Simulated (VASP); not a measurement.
# AlRu in VASP: a series of runs

Runs on AlRu. Level: PBE. Tasks: single point.

Program: VASP 6.6.1. These are calculated values, not measurements. Logs are shortened: lines on timing, memory, paths and dates and some standing lists are left out, and cuts for length are marked.

**1. The cell of the first run**

The cell holds a wire or tube with vacuum around it, 16 atoms: a = 13.900 Å, b = 13.500 Å, c = 5.005 Å, α = 90.00°, β = 90.00°, γ = 90.00°.

**2. Single point, PBE**

File INCAR:

```
SYSTEM = AlRu
ALGO     = Normal         ! electronic algorithm
EDIFF    = 1E-6           ! SCF threshold, eV
ENCUT    = 400            ! plane-wave cutoff, eV
GGA      = PE             ! functional
GGA_COMPAT= .FALSE.      
ISIF     = 2              ! what is computed and relaxed
ISMEAR   = 0              ! smearing method
LASPH    = .TRUE.         ! aspherical terms in the spheres
LCHARG   = .FALSE.        ! write CHGCAR
LREAL    = .FALSE.        ! projectors in reciprocal space
LWAVE    = .FALSE.        ! write WAVECAR
NBANDS   = 82             ! bands
NELM     = 120            ! most SCF steps
PREC     = Accurate       ! precision mode
SIGMA    = 0.05           ! smearing width, eV
```

File KPOINTS:

```
k-points
0
G
  1 1 11
  0 0 0
```

File POSCAR:

```
AlRu
1.0
   13.9000000000      0.0000000000      0.0000000000
    0.0000000000     13.5000000000      0.0000000000
    0.0000000000      0.0000000000      5.0053746929
Al Ru
8 8
Direct
    0.3275376914      0.3454595631     -0.0282737182
    0.3275376914      0.6545404369     -0.0282737182
    0.5874071185      0.5000000000     -0.0531634778
    0.5000000000      0.3100289123      0.3333333333
    0.5000000000      0.6899710877      0.3333333333
    0.4125928815      0.5000000000      0.7198301445
    0.6724623086      0.3454595631      0.6949403848
    0.6724623086      0.6545404369      0.6949403848
    0.4147876454      0.5000000000      0.2247803263
    0.3401672341      0.3559638760      0.4685144450
    0.3401672341      0.6440361240      0.4685144450
    0.6598327659      0.3559638760      0.1981522216
    0.6598327659      0.6440361240      0.1981522216
    0.5852123546      0.5000000000      0.4418863404
    0.5000000000      0.3410413194      0.8333333333
    0.5000000000      0.6589586806      0.8333333333
```

Potentials or basis: VASP PAW PBE potentials, release 64 (Al, Ru_pv).

Run with:

```sh
cat potpaw_PBE.64/Al/POTCAR potpaw_PBE.64/Ru_pv/POTCAR > POTCAR
mpirun -np 1 vasp_std > vasp.out
```

OUTCAR:

```text
SYSTEM = AlRu
   EDIFF = 1E-6
   ENCUT = 400
   GGA = PE
   ISIF = 2
   ISMEAR = 0
   LASPH = .TRUE.
   LREAL = .FALSE.
   NELM = 120
   PREC = Accurate

 ion  position               nearest neighbor table
   1  0.328  0.345  0.972-  15 2.50  10 2.50  10 2.53   6 2.71   9 2.73   4 3.04
   2  0.328  0.655  0.972-  16 2.50  11 2.50  11 2.53   6 2.71   9 2.73   5 3.04
   3  0.587  0.500  0.947-  14 2.48  13 2.53  12 2.53  14 2.53  16 2.53  15 2.53   6 2.68   7 2.71
                             8 2.71   9 2.77
   4  0.500  0.310  0.333-  10 2.40  12 2.40  15 2.54  15 2.54   9 2.88  14 2.88   1 3.04   7 3.04

   5  0.500  0.690  0.333-  11 2.40  13 2.40  16 2.54  16 2.54   9 2.88  14 2.88   2 3.04   8 3.04

   6  0.413  0.500  0.720-   9 2.48  10 2.53  11 2.53   9 2.53  15 2.53  16 2.53   3 2.68   1 2.71
                             2 2.71  14 2.77
   7  0.672  0.345  0.695-  15 2.50  12 2.50  12 2.53   3 2.71  14 2.73   4 3.04
   8  0.672  0.655  0.695-  16 2.50  13 2.50  13 2.53   3 2.71  14 2.73   5 3.04
   9  0.415  0.500  0.225-   6 2.48  10 2.52  11 2.52   6 2.53  14 2.61   2 2.73   1 2.73   3 2.77
                             5 2.88   4 2.88  16 3.14  15 3.14
  10  0.340  0.356  0.469-   4 2.40   1 2.50   9 2.52   6 2.53   1 2.53  15 2.88
  11  0.340  0.644  0.469-   5 2.40   2 2.50   9 2.52   6 2.53   2 2.53  16 2.88
  12  0.660  0.356  0.198-   4 2.40   7 2.50  14 2.52   3 2.53   7 2.53  15 2.88
  13  0.660  0.644  0.198-   5 2.40   8 2.50  14 2.52   3 2.53   8 2.53  16 2.88
  14  0.585  0.500  0.442-   3 2.48  12 2.52  13 2.52   3 2.53   9 2.61   8 2.73   7 2.73   6 2.77
                             4 2.88   5 2.88  15 3.14  16 3.14
  15  0.500  0.341  0.833-   7 2.50   1 2.50   6 2.53   3 2.53   4 2.54   4 2.54  12 2.88  10 2.88
                            14 3.14   9 3.14
  16  0.500  0.659  0.833-   8 2.50   2 2.50   6 2.53   3 2.53   5 2.54   5 2.54  13 2.88  11 2.88
                            14 3.14   9 3.14

  LATTYP: Found a simple orthorhombic cell.
 ALAT       =     5.0053746929
 B/A-ratio  =     2.6971007823
 C/A-ratio  =     2.7770148796

  Lattice vectors:

 A1 = (   0.0000000000,   0.0000000000,  -5.0053746929)
 A2 = (   0.0000000000,  13.5000000000,   0.0000000000)
 A3 = (  13.9000000000,   0.0000000000,   0.0000000000)

Analysis of symmetry for initial positions (statically):
=====================================================================
 Subroutine PRICEL returns:
 Original cell was already a primitive cell.

 Routine SETGRP: Setting up the symmetry group for a
 simple orthorhombic supercell.

 Subroutine GETGRP returns: Found  4 space group operations
 (whereof  2 operations were pure point group operations)
 out of a pool of  8 trial point group operations.

The static configuration has the point symmetry C_1h.
 The point group associated with its full space group is C_2h.

Analysis of symmetry for dynamics (positions and initial velocities):
=====================================================================
 Subroutine PRICEL returns:
 Original cell was already a primitive cell.

 Routine SETGRP: Setting up the symmetry group for a
 simple orthorhombic supercell.

 Subroutine GETGRP returns: Found  4 space group operations
 (whereof  2 operations were pure point group operations)
 out of a pool of  8 trial point group operations.

The dynamic configuration has the point symmetry C_1h.
 The point group associated with its full space group is C_2h.

 Subroutine INISYM returns: Found  4 space group operations
 (whereof  2 operations are pure point group operations),
 and found     1 'primitive' translations

----------------------------------------------------------------------------------------

                                     Primitive cell

  volume of cell :     939.2586

  direct lattice vectors                    reciprocal lattice vectors
    13.900000000  0.000000000  0.000000000     0.071942446  0.000000000  0.000000000
     0.000000000 13.500000000  0.000000000     0.000000000  0.074074074  0.000000000
     0.000000000  0.000000000  5.005374693     0.000000000  0.000000000  0.199785243

  length of vectors
    13.900000000 13.500000000  5.005374693     0.071942446  0.074074074  0.199785243

  position of ions in fractional coordinates (direct lattice)
     0.327537691  0.345459563  0.971726282
     0.327537691  0.654540437  0.971726282
     0.587407119  0.500000000  0.946836522
     0.500000000  0.310028912  0.333333333
     0.500000000  0.689971088  0.333333333
     0.412592881  0.500000000  0.719830145
[... 8 lines left out ...]
     0.500000000  0.341041319  0.833333333
     0.500000000  0.658958681  0.833333333

  ion indices of the primitive-cell ions
   primitive index   ion index
                 1           1
                 2           2
                 3           3
                 4           4
                 5           5
                 6           6
[... 8 lines left out ...]
                15          15
                16          16

----------------------------------------------------------------------------------------

 KPOINTS: k-points

Automatic generation of k-mesh.
 Grid dimensions read from file:
 generate k-points for:    1    1   11

 Generating k-lattice:

  Cartesian coordinates                     Fractional coordinates (reciprocal lattice)
     0.071942446  0.000000000  0.000000000     1.000000000  0.000000000  0.000000000
     0.000000000  0.074074074  0.000000000     0.000000000  1.000000000  0.000000000
     0.000000000  0.000000000  0.018162295     0.000000000  0.000000000  0.090909091

  Length of vectors
     0.071942446  0.074074074  0.018162295

  Shift w.r.t. Gamma in fractional coordinates (k-lattice)
     0.000000000  0.000000000  0.000000000

 Subroutine IBZKPT returns following result:
 ===========================================

 Found      6 irreducible k-points:

 Following reciprocal coordinates:
            Coordinates               Weight
  0.000000  0.000000  0.000000      1.000000
  0.000000  0.000000  0.090909      2.000000
  0.000000  0.000000  0.181818      2.000000
  0.000000  0.000000  0.272727      2.000000
  0.000000  0.000000  0.363636      2.000000
  0.000000  0.000000  0.454545      2.000000
   k-points           NKPTS =      6   k-points in BZ     NKDIM =      6   number of bands    NBANDS=     82
   number of dos      NEDOS =    301   number of ions     NIONS =     16
   total plane-waves  NPLWV = 311040
   dimension x,y,z NGX =    96 NGY =   90 NGZ =   36
   dimension x,y,z NGXF=   192 NGYF=  180 NGZF=   72
   ions per type =               8   8
   NGX,Y,Z   is equivalent  to a cutoff of  11.48, 11.08, 11.96 a.u.
   NGXF,Y,Z  is equivalent  to a cutoff of  22.96, 22.17, 23.91 a.u.
 SYSTEM =  AlRu
   PREC   = accura    normal or accurate (medium, high low for compatibility)
   ISTART =      0    job   : 0-new  1-cont  2-samecut
   ICHARG =      2    charge: 1-file 2-atom 10-const
   ISPIN  =      1    spin polarized calculation?
   LNONCOLLINEAR =      F non collinear calculations
   LSORBIT =      F    spin-orbit coupling
   LASPH  =      T    aspherical Exc in radial PAW
   ENCUT  =  400.0 eV  29.40 Ry    5.42 a.u.  22.67 22.02  8.16*2*pi/ulx,y,z
   NELM   =    120;   NELMIN=  2; NELMDL= -5     # of ELM steps
   EDIFF  = 0.1E-05   stopping-criterion for ELM
   LREAL  =      F    real-space projection
   EDIFFG = 0.1E-04   stopping-criterion for IOM
   NSW    =      0    number of steps for IOM
   IBRION =     -1    ionic relax: 0-MD 1-quasi-New 2-CG
   NFREE  =      0    steps in history (QN), initial steepest desc. (CG)
   ISIF   =      2    stress and relaxation
   ISYM   =      2    0-nonsym 1-usesym 2-fastsym
   POTIM  = 0.5000    time-step for ionic-motion
   TEBEG  =    0.0;   TEEND  =   0.0 temperature during run
   PSTRESS=    0.0 pullay stress
   NELECT =     136.0000    total number of electrons
   NUPDOWN=      -1.0000    fix difference up-down
   EMIN   =  10.00;   EMAX   =-10.00  energy-range for DOS
   EFERMI =   0.00;   METHOD = LEGACY
   ISMEAR =     0;   SIGMA  =   0.05  broadening in eV -4-tet -1-fermi 0-gaus
   EFERMI_NEDOS =   21; number of points for ismear=-14 and -15
   IALGO  =     38    algorithm
   IMIX   =      4    mixing-type and parameters
     AMIX     =   0.40;   BMIX     =  1.00
     AMIX_MAG =   1.60;   BMIX_MAG =  1.00
  volume/ion in A,a.u.               =      58.70       396.15
  Fermi-wavevector in a.u.,A,eV,Ry     =   0.859659  1.624519 10.054884  0.739013
  Thomas-Fermi vector in A             =   1.977047
   LORBIT       =      0    0 simple, 1 ext, 2 COOP (PROOUT), +10 PAW based schemes
   GGA     = PE    functional components
   LHFCALC =     F    Hartree Fock is set to
   AEXX    =    0.0000 exact exchange contribution
   IVDW    =     0    specifies the selected vdW correction
   LEPSILON=     F    determine dielectric tensor
   LRPA    =     F    only Hartree local field effects (RPA)
 non-spin polarized calculation
 Gauss-broadening in eV      SIGMA  =   0.05
  energy-cutoff  :      400.00
  volume of cell :      939.26
 maximum number of plane-waves:     17082
 NGX is ok and might be reduce to    90
   NGX = 45   NGY = 45   NGZ = 17

 number of electron     135.9999964 magnetization

 Free energy of the ion-electron system (eV)
  ---------------------------------------------------
  ext. energy  EPLUGINS =         0.00000000
  ---------------------------------------------------
  free energy    TOTEN  =       -94.39510610 eV

  energy without entropy =      -94.38417392  energy(sigma->0) =      -94.38964001

 E-fermi :  -0.7969     XC(G=0):  -4.4513

 val. band max:       -0.8136306199   @ k =   0.0000   0.0000   0.1818
 cond. band min:      -0.7310947663   @ k =   0.0000   0.0000   0.4545
 fundamental gap:      0.0825358536
 Fermi energy:        -0.7968515221

 k-point     1 :       0.0000    0.0000    0.0000
  band No.  band energies     occupation
      1     -43.6350      2.00000
      2     -43.5978      2.00000
      3     -43.5541      2.00000
      4     -43.5025      2.00000
      5     -43.4618      2.00000
      6     -43.1907      2.00000
[... 72 lines left out ...]
     79       0.9193      0.00000
[... 414 lines left out ...]
     79       1.2977      0.00000
     80       1.5178      0.00000
 [bands above 80 left out]

------------------------ aborting loop because EDIFF is reached ----------------------------------------

  FORCE on cell =-STRESS in cart. coord.  units (eV):
  Direction    XX          YY          ZZ          XY          YZ          ZX
  --------------------------------------------------------------------------------------
  -------------------------------------------------------------------------------------
  Total       -0.5712282     -0.7236797     -0.5966773      0.0000000      0.0000000     -0.0398404
  in kB       -0.9743950     -1.2344452     -1.0178058      0.0000000      0.0000000     -0.0679593
  external PRESSURE =      -1.0755487 kB  Pullay stress =       0.0000000 kB

 VOLUME and BASIS-vectors are now :
 -----------------------------------------------------------------------------
  energy-cutoff  :      400.00
  volume of cell :      939.26
      direct lattice vectors                 reciprocal lattice vectors
    13.900000000  0.000000000  0.000000000     0.071942446  0.000000000  0.000000000
     0.000000000 13.500000000  0.000000000     0.000000000  0.074074074  0.000000000
     0.000000000  0.000000000  5.005374693     0.000000000  0.000000000  0.199785243

 POSITION                                       TOTAL-FORCE (eV/Angst)
 -----------------------------------------------------------------------------------
      4.55277      4.66370      4.86385        -0.000548      0.000053     -0.000018
      4.55277      8.83630      4.86385        -0.000548     -0.000053     -0.000018
      8.16496      6.75000      4.73927         0.004274      0.000000      0.004604
      6.95000      4.18539      1.66846         0.000000      0.000724      0.000000
      6.95000      9.31461      1.66846         0.000000     -0.000724      0.000000
      5.73504      6.75000      3.60302        -0.004274      0.000000     -0.004604
[... 8 lines left out ...]
      6.95000      4.60406      4.17115         0.000000     -0.008949      0.000000
      6.95000      8.89594      4.17115         0.000000      0.008949      0.000000
 -----------------------------------------------------------------------------------
    total drift:                               -0.000000      0.000000     -0.000001

  FREE ENERGIE OF THE ION-ELECTRON SYSTEM (eV)
  ---------------------------------------------------
  free  energy   TOTEN  =       -94.3951060975 eV

  energy  without entropy=      -94.3841739175  energy(sigma->0) =      -94.38964001
```

Wall time 9.5 min (1 thread of AMD EPYC 9R45 (Zen 5), shared host); peak memory 0.69 GiB.

Results:

| Quantity | Value |
| --- | --- |
| Free energy | -94.3951 eV |
| Largest force | 0.028 eV/Å |
| Band gap on the k mesh | zero (bands 68 and 69 overlap by 0.28 eV) |

Forces on the atoms (eV/Å):
```
Al  -0.001  0.000  0.000
Al  -0.001  0.000  0.000
Al   0.004  0.000  0.005
Al   0.000  0.001  0.000
Al   0.000 -0.001  0.000
Al  -0.004  0.000 -0.005
Al   0.001  0.000  0.000
Al   0.001  0.000  0.000
Ru   0.007  0.000  0.004
Ru  -0.027 -0.005  0.003
Ru  -0.027  0.005  0.003
Ru   0.027 -0.005 -0.003
Ru   0.027  0.005 -0.003
Ru  -0.007  0.000 -0.004
Ru   0.000 -0.009  0.000
Ru   0.000  0.009  0.000
```

**3. Single point, PBE**

This run uses another cell than the first one.

File INCAR:

```
SYSTEM = AlRu
PREC = Accurate
ENCUT = 400
EDIFF = 1E-6
ISMEAR = 0
SIGMA = 0.05
LREAL = .False.
LASPH = .True.
NELM = 120
ALGO = Normal
ISIF = 2
LWAVE = .False.
LCHARG = .False.
GGA = PE
NBANDS = 82
GGA_COMPAT = .False.
```

File KPOINTS:

```
regular mesh
0
Gamma
  1 1 11
  0 0 0
```

File POSCAR:

```
AlRu
1.0
   13.9000000000      0.0000000000      0.0000000000
    0.0000000000     13.5000000000      0.0000000000
    0.0000000000      0.0000000000      5.2032273731
Al Ru
8 8
Direct
    0.3235377765      0.3426512089      0.0000000000
    0.3235377765      0.6573487911      0.0000000000
    0.5882311117      0.5000000000      0.0000000000
    0.5000000000      0.3426512089      0.3333333333
    0.5000000000      0.6573487911      0.3333333333
    0.4117688883      0.5000000000      0.6666666667
    0.6764622235      0.3426512089      0.6666666667
    0.6764622235      0.6573487911      0.6666666667
    0.4117688883      0.5000000000      0.1666666667
    0.3235377765      0.3426512089      0.5000000000
    0.3235377765      0.6573487911      0.5000000000
    0.6764622235      0.3426512089      0.1666666667
    0.6764622235      0.6573487911      0.1666666667
    0.5882311117      0.5000000000      0.5000000000
    0.5000000000      0.3426512089      0.8333333333
    0.5000000000      0.6573487911      0.8333333333
```

Potentials or basis: VASP PAW PBE potentials, release 64 (Al, Ru_pv).

Run with:

```sh
cat potpaw_PBE.64/Al/POTCAR potpaw_PBE.64/Ru_pv/POTCAR > POTCAR
mpirun -np 1 vasp_std > vasp.out
```

OUTCAR:

```text
SYSTEM = AlRu
   PREC = Accurate
   ENCUT = 400
   EDIFF = 1E-6
   ISMEAR = 0
   LREAL = .False.
   LASPH = .True.
   NELM = 120
   ISIF = 2
   GGA = PE

 ion  position               nearest neighbor table
   1  0.324  0.343  0.000-  10 2.60  10 2.60  15 2.60   9 2.60   4 3.00   6 3.00
   2  0.324  0.657  0.000-  11 2.60  11 2.60  16 2.60   9 2.60   5 3.00   6 3.00
   3  0.588  0.500  0.000-   9 2.60  15 2.60  16 2.60  14 2.60  14 2.60  12 2.60  13 2.60   6 3.00
                             4 3.00   5 3.00   8 3.00   7 3.00
   4  0.500  0.343  0.333-   9 2.60  14 2.60  15 2.60  15 2.60  12 2.60  10 2.60   3 3.00   6 3.00
                             1 3.00   7 3.00
   5  0.500  0.657  0.333-   9 2.60  14 2.60  16 2.60  16 2.60  13 2.60  11 2.60   3 3.00   6 3.00
                             2 3.00   8 3.00
   6  0.412  0.500  0.667-  14 2.60  15 2.60  16 2.60   9 2.60   9 2.60  10 2.60  11 2.60   3 3.00
                             5 3.00   4 3.00   1 3.00   2 3.00
   7  0.676  0.343  0.667-  12 2.60  12 2.60  15 2.60  14 2.60   3 3.00   4 3.00
   8  0.676  0.657  0.667-  13 2.60  13 2.60  16 2.60  14 2.60   3 3.00   5 3.00
   9  0.412  0.500  0.167-   3 2.60   4 2.60   5 2.60   6 2.60   6 2.60   2 2.60   1 2.60  14 3.00
                            16 3.00  15 3.00  10 3.00  11 3.00
[... 221 lines left out ...]
      5     -42.8961      2.00000
      6     -42.8715      2.00000
[... 487 lines left out ...]
     79       1.0442      0.00000
     80       1.1701      0.00000
 [bands above 80 left out]

------------------------ aborting loop because EDIFF is reached ----------------------------------------

  FORCE on cell =-STRESS in cart. coord.  units (eV):
  Direction    XX          YY          ZZ          XY          YZ          ZX
  --------------------------------------------------------------------------------------
  -------------------------------------------------------------------------------------
  Total      -21.2970752     -9.2183380    -27.3982735      0.0000000      0.0000000      0.0848236
  in kB      -34.9469415    -15.1266179    -44.9585614      0.0000000      0.0000000      0.1391893
  external PRESSURE =     -31.6773736 kB  Pullay stress =       0.0000000 kB

 VOLUME and BASIS-vectors are now :
 -----------------------------------------------------------------------------
  energy-cutoff  :      400.00
  volume of cell :      976.39
      direct lattice vectors                 reciprocal lattice vectors
    13.900000000  0.000000000  0.000000000     0.071942446  0.000000000  0.000000000
     0.000000000 13.500000000  0.000000000     0.000000000  0.074074074  0.000000000
     0.000000000  0.000000000  5.203227373     0.000000000  0.000000000  0.192188411

 POSITION                                       TOTAL-FORCE (eV/Angst)
 -----------------------------------------------------------------------------------
      4.49718      4.62579      0.00000         0.649025      0.374569     -0.004927
      4.49718      8.87421      0.00000         0.649025     -0.374569     -0.004927
      8.17641      6.75000      0.00000         0.680310      0.000000      0.192573
      6.95000      4.62579      1.73441         0.000000     -0.211663      0.000000
      6.95000      8.87421      1.73441         0.000000      0.211663      0.000000
      5.72359      6.75000      3.46882        -0.680310      0.000000     -0.192573
[... 8 lines left out ...]
      6.95000      4.62579      4.33602         0.000000      0.142262      0.000000
      6.95000      8.87421      4.33602         0.000000     -0.142262      0.000000
 -----------------------------------------------------------------------------------
    total drift:                               -0.000000      0.000000      0.000001

  FREE ENERGIE OF THE ION-ELECTRON SYSTEM (eV)
  ---------------------------------------------------
  free  energy   TOTEN  =       -92.4516822471 eV

  energy  without entropy=      -92.4305121488  energy(sigma->0) =      -92.44109720
```

It took 10 min on 1 thread of AMD EPYC 9R45 (Zen 5), shared host; peak memory 0.74 GiB.

What came out:

- Free energy: -92.4517 eV
- Largest force: 1.876 eV/Å
- Band gap on the k mesh: zero (bands 68 and 69 overlap by 0.04 eV)

Forces on the atoms (eV/Å):
```
Al   0.649  0.375 -0.005
Al   0.649 -0.375 -0.005
Al   0.680  0.000  0.193
Al   0.000 -0.212  0.000
Al   0.000  0.212  0.000
Al  -0.680  0.000 -0.193
Al  -0.649  0.375  0.005
Al  -0.649 -0.375  0.005
Ru  -0.586  0.000  0.461
Ru   1.756  0.658 -0.071
Ru   1.756 -0.658 -0.071
Ru  -1.756  0.658  0.071
Ru  -1.756 -0.658  0.071
Ru   0.586  0.000 -0.461
Ru   0.000  0.142  0.000
Ru   0.000 -0.142  0.000
```
